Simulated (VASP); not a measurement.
# H (Cmcm) in VASP: notebook, part 2 of 2

VASP 6.6.1. The steps go on from the part before.

## 6. Single point, LDA (strain -0.025 along x and y, +0.050 along z)

Input file INCAR:

```
ALGO = Normal ; EDIFF = 1E-7
ENCUT = 520 ; GGA = CA
ISIF = 2 ; ISMEAR = 0
LASPH = True ; LCHARG = False
LREAL = False ; LWAVE = False
NBANDS = 10 ; NELM = 80
PREC = Accurate ; SIGMA = 0.05
```

Input file KPOINTS:

```
k-points
0
Gamma
  8 8 4
```

Input file POSCAR:

```
H
1.0
    1.6073185635     -2.6633960242      0.0000000000
    1.6073185635      2.6633960242      0.0000000000
    0.0000000000      0.0000000000      6.6294570510
H
4
Direct
    0.5678085000      0.4321915000      0.9995149500
    0.4321915000      0.5678085000      0.0004850500
    0.4321915000      0.5678085000      0.4995149500
    0.5678085000      0.4321915000      0.5004850500
```

Potentials or basis: VASP PAW LDA potentials, release 64 (H).

Command:

```console
$ cat potpaw_LDA.64/H/POTCAR > POTCAR
$ mpirun -np 1 vasp_std > vasp.out
```

OUTCAR:

```text
EDIFF = 1E-7
   ENCUT = 520
   GGA = CA
   ISIF = 2
   ISMEAR = 0
   LASPH = True
   LREAL = False
   NELM = 80
   PREC = Accurate

 ion  position               nearest neighbor table
   1  0.568  0.432  1.000-   2 0.72
   2  0.432  0.568  0.000-   1 0.72
   3  0.432  0.568  0.500-   4 0.72
   4  0.568  0.432  0.500-   3 0.72

  LATTYP: Found a base centered orthorhombic cell.
 ALAT       =     3.2146371270
 B/A-ratio  =     1.6570430310
 C/A-ratio  =     2.0622722843

  Lattice vectors:

 A1 = (   1.6073185635,  -2.6633960242,   0.0000000000)
 A2 = (   1.6073185635,   2.6633960242,   0.0000000000)
 A3 = (   0.0000000000,   0.0000000000,   6.6294570510)

Analysis of symmetry for initial positions (statically):
=====================================================================
 Subroutine PRICEL returns:
 Original cell was already a primitive cell.

 Routine SETGRP: Setting up the symmetry group for a
 base centered orthorhombic supercell.

 Subroutine GETGRP returns: Found  8 space group operations
 (whereof  4 operations were pure point group operations)
[... 173 lines left out ...]
 cond. band min:      -0.4560535890   @ k =   0.5000   0.5000   0.0000
 fundamental gap:      8.1228956413
 Fermi energy:        -8.3213514272

 k-point     1 :       0.0000    0.0000    0.0000
  band No.  band energies     occupation
      1     -10.6157      2.00000
      2     -10.0336      2.00000
      3       0.0468      0.00000
      4       3.2533      0.00000
      5       8.0589      0.00000
      6       8.3776      0.00000
      7       8.9693      0.00000
      8       9.6258      0.00000
      9      11.8589      0.00000
     10      13.3580      0.00000
[... 287 lines left out ...]
 k-point    24 :       0.2500    0.0000    0.2500
  band No.  band energies     occupation
      1      -9.9500      2.00000
      2      -9.5955      2.00000
      3       1.5098      0.00000
      4       2.1219      0.00000
      5       4.6139      0.00000
      6       6.2490      0.00000
      7       8.8558      0.00000
      8       9.3943      0.00000
      9      10.4346      0.00000
     10      11.2915      0.00000

 [... further k-points ...]
[... 5 lines left out ...]
  --------------------------------------------------------------------------------------
  -------------------------------------------------------------------------------------
  Total       -0.2017218      2.2117956     -0.1577218      0.0000000      0.0000000      0.0000000
  in kB       -5.6940044     62.4323811     -4.4520164      0.0000000      0.0000000      0.0000000
  external PRESSURE =      17.4287868 kB  Pullay stress =       0.0000000 kB

 VOLUME and BASIS-vectors are now :
 -----------------------------------------------------------------------------
  energy-cutoff  :      520.00
  volume of cell :       56.76
      direct lattice vectors                 reciprocal lattice vectors
     1.607318564 -2.663396024  0.000000000     0.311077102 -0.187730249  0.000000000
     1.607318564  2.663396024  0.000000000     0.311077102  0.187730249  0.000000000
     0.000000000  0.000000000  6.629457051     0.000000000  0.000000000  0.150841915

 POSITION                                       TOTAL-FORCE (eV/Angst)
 -----------------------------------------------------------------------------------
      1.60732     -0.36120      6.62624         0.000000     -1.722743     -0.015545
      1.60732      0.36120      0.00322         0.000000      1.722743      0.015545
      1.60732      0.36120      3.31151         0.000000      1.722743     -0.015545
      1.60732     -0.36120      3.31794         0.000000     -1.722743      0.015545
 -----------------------------------------------------------------------------------
    total drift:                                0.000000      0.000000     -0.000000

  FREE ENERGIE OF THE ION-ELECTRON SYSTEM (eV)
  ---------------------------------------------------
  free  energy   TOTEN  =       -13.4439166930 eV

  energy  without entropy=      -13.4439166930  energy(sigma->0) =      -13.44391669
```

OSZICAR:

```text
N       E                     dE             d eps       ncg     rms          rms(c)
DAV:   1    -0.566355184267E+01   -0.56636E+01   -0.15037E+03  1260   0.280E+02
DAV:   2    -0.145920013094E+02   -0.89284E+01   -0.88209E+01  1634   0.499E+01
DAV:   3    -0.148759429998E+02   -0.28394E+00   -0.28365E+00  1564   0.841E+00
DAV:   4    -0.148767824240E+02   -0.83942E-03   -0.83940E-03  1442   0.536E-01
DAV:   5    -0.148767854634E+02   -0.30394E-05   -0.30394E-05  1510   0.324E-02    0.671E+00
DAV:   6    -0.138690657974E+02    0.10077E+01   -0.57767E-01  1312   0.271E+00    0.355E+00
DAV:   7    -0.134375184539E+02    0.43155E+00   -0.99719E-01  1314   0.370E+00    0.397E-01
DAV:   8    -0.134453881713E+02   -0.78697E-02   -0.10190E-02  1288   0.368E-01    0.215E-01
DAV:   9    -0.134438814457E+02    0.15067E-02   -0.27699E-03  1414   0.183E-01    0.248E-02
DAV:  10    -0.134439083952E+02   -0.26950E-04   -0.64883E-05  1336   0.369E-02    0.123E-02
DAV:  11    -0.134439166132E+02   -0.82179E-05   -0.46517E-06  1364   0.739E-03    0.813E-04
DAV:  12    -0.134439166930E+02   -0.79875E-07   -0.11615E-07  1416   0.153E-03
   1 F= -.13443917E+02 E0= -.13443917E+02  d E =-.668045E-15
```

stdout:

```text
POSCAR found type information on POSCAR H
 POSCAR found :  1 types and       4 ions
 scaLAPACK will be used
 LDA part: xc-table for (Slater(with rela. corr.)+CA(PZ))
 , standard interpolation
 POSCAR, INCAR and KPOINTS ok, starting setup
 FFT: planning ... GRIDC
 FFT: planning ... GRID_SOFT
 FFT: planning ... GRID
 WAVECAR not read
 entering main loop
```

Wall time 9.5 s (1 thread of Intel Xeon 6975P-C (Granite Rapids), shared host); peak memory 0.15 GiB.

Results:

- Free energy: -13.4439 eV
- Pressure: 1.7 GPa
- Largest force: 1.723 eV/Å
- Band gap on the k mesh: 8.12 eV

Forces on the atoms (eV/Å):
```
H    0.000 -1.723 -0.016
H    0.000  1.723  0.016
H    0.000  1.723 -0.016
H    0.000 -1.723  0.016
```

Stress tensor (GPa, compression positive):
```
-0.57  0.00  0.00
 0.00  6.24  0.00
 0.00  0.00 -0.45
```

Caveat: the cell differs from its parent crystal (strain -0.025 along x and y, +0.050 along z); forces of over 1 eV/Å act on the atoms, so gaps and moduli don't describe the material at rest.

## 7. The runs side by side

```tsv
cell	gap on the mesh (eV)	pressure (GPa)	largest force (eV/Å)
a = 3.191, b = 3.191, c = 5.998 Å, angles 90.0, 90.0, 117.8°, 4 atoms	7.58	0.8	0.98
a = 3.111, b = 3.111, c = 6.314 Å, angles 90.0, 90.0, 117.8°, 4 atoms	7.94	1.8	1.72
a = 3.191, b = 3.191, c = 6.156 Å, angles 90.0, 90.0, 117.8°, 4 atoms	7.69	0.8	0.98
a = 3.111, b = 3.111, c = 6.472 Å, angles 90.0, 90.0, 117.8°, 4 atoms	8.04	1.8	1.72
a = 3.111, b = 3.111, c = 6.629 Å, angles 90.0, 90.0, 117.8°, 4 atoms	8.12	1.7	1.72
```

Alike in all rows: task single point; level LDA; potentials or basis VASP PAW LDA potentials, release 64 (H); no spin polarisation; k mesh 8 × 8 × 4; cutoff (eV) 520; smearing gaussian 0.05 eV.

Caveats: forces of over 1 eV/Å act on the atoms, so gaps and moduli don't describe the material at rest (some runs).

Absolute energies hang on the potentials; compare differences alone.
